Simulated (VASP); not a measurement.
# Zr2H3 in VASP: notebook

Runs on Zr2H3. Level: PBE. Tasks: single point.

Program: VASP 6.6.1. These are calculated values, not measurements. Logs are shortened: lines on timing, memory, paths and dates and some standing lists are left out, and cuts for length are marked.

**1. The cell of the first run**

It takes space group R3m (No. 160, trigonal). The conventional cell has a = 3.325 Å, b = 3.325 Å, c = 34.205 Å, α = 90.00°, β = 90.00°, γ = 120.00°. Zr (site symmetry 3m) has 4 H at 2.11 to 2.15 Å within 2.8 Å. Within 2.7 Å of Zr (site symmetry 3m) lie 7 H at 2.06 to 2.08 Å. Zr (site symmetry 3m) has 8 H at 2.02 to 2.12 Å within 2.7 Å. Zr (site symmetry 3m) has 4 H at 2.10 to 2.19 Å within 2.8 Å. H (site symmetry 3m) has 4 Zr at 2.09 to 2.15 Å and 6 H at 2.31 to 2.41 Å within 2.8 Å. H (site symmetry 3m) has 4 Zr at 2.06 to 2.19 Å and 6 H at 2.34 to 2.47 Å within 2.7 Å. H (site symmetry 3m) has 3 Zr at 2.02 Å and 6 H at 2.41 to 2.43 Å within 2.7 Å. Within 2.8 Å of H (site symmetry 3m) lie 4 Zr at 2.08 to 2.12 Å and 6 H at 2.43 to 2.47 Å.

**2. Single point, PBE**

File INCAR:

```
SYSTEM = Zr2H3
ALGO     = Normal         ! electronic algorithm
EDIFF    = 1E-6           ! SCF threshold, eV
ENCUT    = 520            ! plane-wave cutoff, eV
GGA      = PE             ! functional
ISIF     = 2              ! what is computed and relaxed
ISMEAR   = 0              ! smearing method
LASPH    = .True.         ! aspherical terms in the spheres
LCHARG   = .False.        ! write CHGCAR
LREAL    = .False.        ! projectors in reciprocal space
LWAVE    = .False.        ! write WAVECAR
NBANDS   = 38             ! bands
NELM     = 80             ! most SCF steps
PREC     = Accurate       ! precision mode
SIGMA    = 0.1            ! smearing width, eV
```

File KPOINTS:

```
k-points
0
Gamma
  6 6 6
  0 0 0
```

File POSCAR:

```
Zr2H3
1.0
    1.6625754681      0.9598883941     11.4016499133
   -1.6625754681      0.9598883941     11.4016499133
    0.0000000000     -1.9197767881     11.4016499133
Zr H
4 6
Direct
    0.6301019513      0.6301019513      0.6301019513
    0.4572963960      0.4572963960      0.4572963960
    0.8761802359      0.8761802359      0.8761802359
    0.0381628901      0.0381628901      0.0381628901
    0.5672094501      0.5672094501      0.5672094501
    0.1023004683      0.1023004683      0.1023004683
    0.1910434708      0.1910434708      0.1910434708
    0.8143196515      0.8143196515      0.8143196515
    0.9380978539      0.9380978539      0.9380978539
    0.3965173170      0.3965173170      0.3965173170
```

Potentials or basis: VASP PAW PBE potentials, release 64 (Zr_sv, H).

Command:

```sh
> cat potpaw_PBE.64/Zr_sv/POTCAR potpaw_PBE.64/H/POTCAR > POTCAR
> mpirun -np 1 vasp_std > vasp.out
```

OUTCAR:

```text
SYSTEM = Zr2H3
   EDIFF = 1E-6
   ENCUT = 520
   GGA = PE
   ISIF = 2
   ISMEAR = 0
   LASPH = .True.
   LREAL = .False.
   NELM = 80
   PREC = Accurate

 ion  position               nearest neighbor table
   1  0.630  0.630  0.630-   9 2.11   9 2.11   9 2.11   5 2.15   4 3.20   4 3.20   4 3.20   3 3.55
                             3 3.55   3 3.55
   2  0.457  0.457  0.457-   6 2.06   6 2.06   6 2.06  10 2.08   8 2.08   8 2.08   8 2.08   3 3.50
                             3 3.50   3 3.50   4 3.51   4 3.51   4 3.51
   3  0.876  0.876  0.876-   7 2.02   7 2.02   7 2.02   5 2.09   5 2.09   5 2.09   8 2.12   9 2.12
                             2 3.50   2 3.50   2 3.50   1 3.55   1 3.55   1 3.55
   4  0.038  0.038  0.038-  10 2.10  10 2.10  10 2.10   6 2.19   1 3.20   1 3.20   1 3.20   2 3.51
                             2 3.51   2 3.51
   5  0.567  0.567  0.567-   3 2.09   3 2.09   3 2.09   1 2.15
   6  0.102  0.102  0.102-   2 2.06   2 2.06   2 2.06   4 2.19
   7  0.191  0.191  0.191-   3 2.02   3 2.02   3 2.02
   8  0.814  0.814  0.814-   2 2.08   2 2.08   2 2.08   3 2.12
   9  0.938  0.938  0.938-   1 2.11   1 2.11   1 2.11   3 2.12
  10  0.397  0.397  0.397-   2 2.08   4 2.10   4 2.10   4 2.10

  LATTYP: Found a trigonal (rhomboedric) cell.
 ALAT       =    11.5621435583
 COS(alpha) =     0.9586461434

  Lattice vectors:

 A1 = (   1.6625754681,   0.9598883941,  11.4016499133)
 A2 = (  -1.6625754681,   0.9598883941,  11.4016499133)
 A3 = (   0.0000000000,  -1.9197767881,  11.4016499133)

Analysis of symmetry for initial positions (statically):
=====================================================================
 Subroutine PRICEL returns:
 Original cell was already a primitive cell.

 Routine SETGRP: Setting up the symmetry group for a
 trigonal (rhombohedral) supercell.

 Subroutine GETGRP returns: Found  6 space group operations
 (whereof  6 operations were pure point group operations)
 out of a pool of 12 trial point group operations.

The static configuration has the point symmetry C_3v.

Analysis of symmetry for dynamics (positions and initial velocities):
=====================================================================
 Subroutine PRICEL returns:
 Original cell was already a primitive cell.

 Routine SETGRP: Setting up the symmetry group for a
 trigonal (rhombohedral) supercell.

 Subroutine GETGRP returns: Found  6 space group operations
 (whereof  6 operations were pure point group operations)
 out of a pool of 12 trial point group operations.

The dynamic configuration has the point symmetry C_3v.

 Subroutine INISYM returns: Found  6 space group operations
 (whereof  6 operations are pure point group operations),
 and found     1 'primitive' translations

----------------------------------------------------------------------------------------

                                     Primitive cell

  volume of cell :     109.1745

  direct lattice vectors                    reciprocal lattice vectors
     1.662575468  0.959888394 11.401649913     0.300738228  0.173631297  0.029235535
    -1.662575468  0.959888394 11.401649913    -0.300738228  0.173631297  0.029235535
     0.000000000 -1.919776788 11.401649913     0.000000000 -0.347262594  0.029235535

  length of vectors
    11.562143558 11.562143558 11.562143558     0.348491069  0.348491069  0.348491069

  position of ions in fractional coordinates (direct lattice)
     0.630101951  0.630101951  0.630101951
     0.457296396  0.457296396  0.457296396
     0.876180236  0.876180236  0.876180236
     0.038162890  0.038162890  0.038162890
     0.567209450  0.567209450  0.567209450
     0.102300468  0.102300468  0.102300468
     0.191043471  0.191043471  0.191043471
     0.814319652  0.814319652  0.814319651
     0.938097854  0.938097854  0.938097854
     0.396517317  0.396517317  0.396517317

  ion indices of the primitive-cell ions
   primitive index   ion index
                 1           1
                 2           2
                 3           3
                 4           4
                 5           5
                 6           6
                 7           7
                 8           8
                 9           9
                10          10

----------------------------------------------------------------------------------------

 KPOINTS: k-points

Automatic generation of k-mesh.
 Grid dimensions read from file:
 generate k-points for:    6    6    6

 Generating k-lattice:

  Cartesian coordinates                     Fractional coordinates (reciprocal lattice)
     0.050123038  0.028938549  0.004872589     0.166666667 -0.000000000  0.000000000
    -0.050123038  0.028938549  0.004872589    -0.000000000  0.166666667  0.000000000
     0.000000000 -0.057877099  0.004872589     0.000000000  0.000000000  0.166666667

  Length of vectors
     0.058081845  0.058081845  0.058081845

  Shift w.r.t. Gamma in fractional coordinates (k-lattice)
     0.000000000  0.000000000  0.000000000

 Subroutine IBZKPT returns following result:
 ===========================================

 Found     32 irreducible k-points:

 Following reciprocal coordinates:
            Coordinates               Weight
  0.000000  0.000000  0.000000      1.000000
  0.166667 -0.000000 -0.000000      6.000000
  0.333333 -0.000000 -0.000000      6.000000
  0.500000 -0.000000 -0.000000      3.000000
  0.166667  0.166667  0.000000      6.000000
  0.333333  0.166667 -0.000000     12.000000
[... 16 lines left out ...]
  0.500000  0.500000  0.166667      6.000000
 -0.333333  0.500000  0.166667     12.000000
 [... further k-points ...]
   k-points           NKPTS =     32   k-points in BZ     NKDIM =     32   number of bands    NBANDS=     38
   number of dos      NEDOS =    301   number of ions     NIONS =     10
   total plane-waves  NPLWV = 729000
   dimension x,y,z NGX =    90 NGY =   90 NGZ =   90
   dimension x,y,z NGXF=   180 NGYF=  180 NGZF=  180
   ions per type =               4   6
   NGX,Y,Z   is equivalent  to a cutoff of  12.94, 12.94, 12.94 a.u.
   NGXF,Y,Z  is equivalent  to a cutoff of  25.88, 25.88, 25.88 a.u.
 SYSTEM =  Zr2H3
   PREC   = accura    normal or accurate (medium, high low for compatibility)
   ISTART =      0    job   : 0-new  1-cont  2-samecut
   ICHARG =      2    charge: 1-file 2-atom 10-const
   ISPIN  =      1    spin polarized calculation?
   LNONCOLLINEAR =      F non collinear calculations
   LSORBIT =      F    spin-orbit coupling
   LASPH  =      T    aspherical Exc in radial PAW
   ENCUT  =  520.0 eV  38.22 Ry    6.18 a.u.  21.50 21.50 21.50*2*pi/ulx,y,z
   NELM   =     80;   NELMIN=  2; NELMDL= -5     # of ELM steps
   EDIFF  = 0.1E-05   stopping-criterion for ELM
   LREAL  =      F    real-space projection
   EDIFFG = 0.1E-04   stopping-criterion for IOM
   NSW    =      0    number of steps for IOM
   IBRION =     -1    ionic relax: 0-MD 1-quasi-New 2-CG
   NFREE  =      0    steps in history (QN), initial steepest desc. (CG)
   ISIF   =      2    stress and relaxation
   ISYM   =      2    0-nonsym 1-usesym 2-fastsym
   POTIM  = 0.5000    time-step for ionic-motion
   TEBEG  =    0.0;   TEEND  =   0.0 temperature during run
   PSTRESS=    0.0 pullay stress
   NELECT =      54.0000    total number of electrons
   NUPDOWN=      -1.0000    fix difference up-down
   EMIN   =  10.00;   EMAX   =-10.00  energy-range for DOS
   EFERMI =   0.00;   METHOD = LEGACY
   ISMEAR =     0;   SIGMA  =   0.10  broadening in eV -4-tet -1-fermi 0-gaus
   EFERMI_NEDOS =   21; number of points for ismear=-14 and -15
   IALGO  =     38    algorithm
   IMIX   =      4    mixing-type and parameters
     AMIX     =   0.40;   BMIX     =  1.00
     AMIX_MAG =   1.60;   BMIX_MAG =  1.00
  volume/ion in A,a.u.               =      10.92        73.67
  Fermi-wavevector in a.u.,A,eV,Ry     =   1.294690  2.446609 22.806381  1.676222
  Thomas-Fermi vector in A             =   2.426257
   LORBIT       =      0    0 simple, 1 ext, 2 COOP (PROOUT), +10 PAW based schemes
   GGA     = PE    functional components
   LHFCALC =     F    Hartree Fock is set to
   AEXX    =    0.0000 exact exchange contribution
   IVDW    =     0    specifies the selected vdW correction
   LEPSILON=     F    determine dielectric tensor
   LRPA    =     F    only Hartree local field effects (RPA)
 non-spin polarized calculation
 Gauss-broadening in eV      SIGMA  =   0.10
  energy-cutoff  :      520.00
  volume of cell :      109.17
 maximum number of plane-waves:      2966
 NGX is ok and might be reduce to    90

 number of electron      54.0000000 magnetization

 Free energy of the ion-electron system (eV)
  ---------------------------------------------------
  ext. energy  EPLUGINS =         0.00000000
  ---------------------------------------------------
  free energy    TOTEN  =       -58.84829697 eV

  energy without entropy =      -58.82583765  energy(sigma->0) =      -58.83706731

 E-fermi :   8.0199     XC(G=0): -11.0342

 val. band max:        8.0187744681   @ k =   0.5000   0.3333  -0.0000
 cond. band min:       8.1588664990   @ k =   0.5000   0.5000   0.5000
 fundamental gap:      0.1400920309
 Fermi energy:         8.0199188280

 k-point     1 :       0.0000    0.0000    0.0000
  band No.  band energies     occupation
      1     -41.1432      2.00000
      2     -40.8873      2.00000
      3     -40.8055      2.00000
      4     -40.7108      2.00000
      5     -19.3470      2.00000
      6     -19.0578      2.00000
[... 30 lines left out ...]
     37      10.8856      0.00000
     38      11.1622      0.00000

 k-point     2 :       0.1667   -0.0000   -0.0000
  band No.  band energies     occupation
      1     -41.1264      2.00000
      2     -40.8706      2.00000
      3     -40.7876      2.00000
      4     -40.6986      2.00000
      5     -19.2981      2.00000
      6     -19.1091      2.00000
[... 894 lines left out ...]
 k-point    24 :      -0.3333    0.5000    0.1667
  band No.  band energies     occupation
      1     -41.0758      2.00000
      2     -40.8201      2.00000
      3     -40.7322      2.00000
      4     -40.6631      2.00000
      5     -19.4766      2.00000
      6     -19.2171      2.00000
[... 30 lines left out ...]
     37      12.6671      0.00000
     38      12.7795      0.00000

 [... further k-points ...]

------------------------ aborting loop because EDIFF is reached ----------------------------------------

  FORCE on cell =-STRESS in cart. coord.  units (eV):
  Direction    XX          YY          ZZ          XY          YZ          ZX
  --------------------------------------------------------------------------------------
  -------------------------------------------------------------------------------------
  Total       -0.1779553     -0.1779553      0.0826359      0.0000000      0.0000000     -0.0000000
  in kB       -2.6115628     -2.6115628      1.2127137      0.0000000      0.0000000     -0.0000000
  external PRESSURE =      -1.3368039 kB  Pullay stress =       0.0000000 kB

 VOLUME and BASIS-vectors are now :
 -----------------------------------------------------------------------------
  energy-cutoff  :      520.00
  volume of cell :      109.17
      direct lattice vectors                 reciprocal lattice vectors
     1.662575468  0.959888394 11.401649913     0.300738228  0.173631297  0.029235535
    -1.662575468  0.959888394 11.401649913    -0.300738228  0.173631297  0.029235535
     0.000000000 -1.919776788 11.401649913     0.000000000 -0.347262594  0.029235535

 POSITION                                       TOTAL-FORCE (eV/Angst)
 -----------------------------------------------------------------------------------
      0.00000      0.00000     21.55261         0.000000      0.000000      0.001215
      0.00000      0.00000     15.64180         0.000000      0.000000      0.011562
      0.00000      0.00000     29.96970         0.000000     -0.000000     -0.008300
      0.00000      0.00000      1.30536         0.000000      0.000000      0.003891
      0.00000      0.00000     19.40137         0.000000      0.000000      0.001728
      0.00000      0.00000      3.49918         0.000000     -0.000000     -0.004439
      0.00000      0.00000      6.53463         0.000000     -0.000000     -0.004841
      0.00000      0.00000     27.85376         0.000000      0.000000      0.002739
      0.00000      0.00000     32.08759         0.000000     -0.000000     -0.003784
      0.00000      0.00000     13.56285         0.000000      0.000000      0.000230
 -----------------------------------------------------------------------------------
    total drift:                               -0.000000     -0.000000     -0.000247

  FREE ENERGIE OF THE ION-ELECTRON SYSTEM (eV)
  ---------------------------------------------------
  free  energy   TOTEN  =       -58.8482969702 eV

  energy  without entropy=      -58.8258376504  energy(sigma->0) =      -58.83706731
```

Run time: 45 min. Hardware: 1 thread of Intel Xeon Platinum 8375C at 2.90GHz (Ice Lake), shared host; peak memory 1.3 GiB.

What came out:

```yaml
Free_energy: -58.8483 eV
Pressure: -0.1 GPa
Largest_force: 0.012 eV/Å
Band_gap_on_the_k_mesh: zero (bands 27 and 28 overlap by 0.83 eV)
```

Forces on the atoms (eV/Å):
```
Zr   0.000  0.000  0.001
Zr   0.000  0.000  0.012
Zr   0.000  0.000 -0.008
Zr   0.000  0.000  0.004
H    0.000  0.000  0.002
H    0.000  0.000 -0.004
H    0.000  0.000 -0.005
H    0.000  0.000  0.003
H    0.000  0.000 -0.004
H    0.000  0.000  0.000
```

Caveat: the k points lie up to 0.36 Å⁻¹ apart, too coarse for converged energies and pressures of a metal.

**3. Single point, PBE**

This run uses another cell than the first one, of the same volume but with other edges.

File INCAR:

```
  PREC = Accurate
  ENCUT = 520
  EDIFF = 1E-7
  ISMEAR = 0
  SIGMA = 0.2
  LREAL = F
  LASPH = T
  NELM = 100
  ALGO = Normal
  ISIF = 2
  LWAVE = F
  LCHARG = F
  GGA = PE
  NBANDS = 38
```

File KPOINTS:

```
Automatic mesh
0
Gamma
  6 6 2
```

File POSCAR:

```
Zr2H3
1.0
    3.3135219492     -0.0061604713      0.2507822228
   -1.6650170525      2.8807337970     -0.0005804104
    0.7647416321      0.4543782268     11.5228329080
Zr H
4 6
Direct
    0.2431650028      0.6720138145      0.3869369485
    0.5878536351      0.8435121178      0.8685202824
    0.7489459699      0.4242970743      0.1251718023
    0.4269637460      0.2637835176      0.6111197648
    0.3678521087      0.7338354128      0.1982594449
    0.2978094435      1.1986690931      0.8035324994
    1.1178177692      0.1089182468      0.0697615069
    0.8735115445      0.4862070531      0.9395900490
    0.6259944802      0.3633871103      0.3109246562
    0.7100863002      0.9053765597      0.6861830455
```

Potentials or basis: VASP PAW PBE potentials, release 64 (Zr_sv, H).

Command:

```sh
> cat potpaw_PBE.64/Zr_sv/POTCAR potpaw_PBE.64/H/POTCAR > POTCAR
> mpirun -np 1 vasp_std > vasp.out
```

Wall time 6.1 min (1 thread of Intel Xeon Platinum 8375C at 2.90GHz (Ice Lake), shared host); peak memory 0.32 GiB.

It converged, with:

```yaml
Free_energy: -58.8796 eV
Pressure: -0.1 GPa
Largest_force: 0.005 eV/Å
Band_gap_on_the_k_mesh: zero (bands 27 and 28 overlap by 0.84 eV)
```

Forces on the atoms (eV/Å):
```
Zr   0.000 -0.003  0.002
Zr   0.000  0.001 -0.003
Zr  -0.001  0.002  0.003
Zr  -0.001  0.001  0.003
H    0.000 -0.001  0.001
H    0.000  0.000 -0.001
H    0.001  0.001 -0.004
H    0.000  0.001 -0.001
H    0.000  0.000 -0.003
H    0.001 -0.004  0.003
```

Stress tensor (GPa, compression positive):
```
-0.08  0.01  0.04
 0.01 -0.10 -0.01
 0.04 -0.01 -0.01
```

Levels at points of the mesh, in eV from the Fermi level:
```tsv
k point	band 24	band 25	band 26	band 27	band 28	band 29	band 30	band 31
(0.00, 0.00, 0.00)	0.11	0.13	0.14	0.48	0.50	0.68	0.70	0.90
(0.50, 0.00, 0.00)	-2.06	-1.20	-0.83	-0.31	0.49	0.88	1.70	1.81
(0.00, 0.50, 0.00)	-2.11	-1.17	-0.92	-0.37	0.78	0.86	0.90	2.85
(0.50, 0.50, 0.00)	-2.11	-1.16	-0.92	-0.36	0.78	0.86	0.90	2.86
(0.00, 0.00, 0.50)	-0.68	0.11	0.13	0.44	0.46	0.71	0.73	0.95
(0.50, 0.00, 0.50)	-2.10	-1.16	-0.91	-0.36	0.76	0.88	0.88	2.83
(0.00, 0.50, 0.50)	-2.07	-1.20	-0.85	-0.32	0.51	0.86	1.72	1.83
(0.50, 0.50, 0.50)	-2.07	-1.20	-0.85	-0.31	0.50	0.86	1.72	1.83
```

Caveat: the k points lie up to 0.36 Å⁻¹ apart, too coarse for converged energies and pressures of a metal.
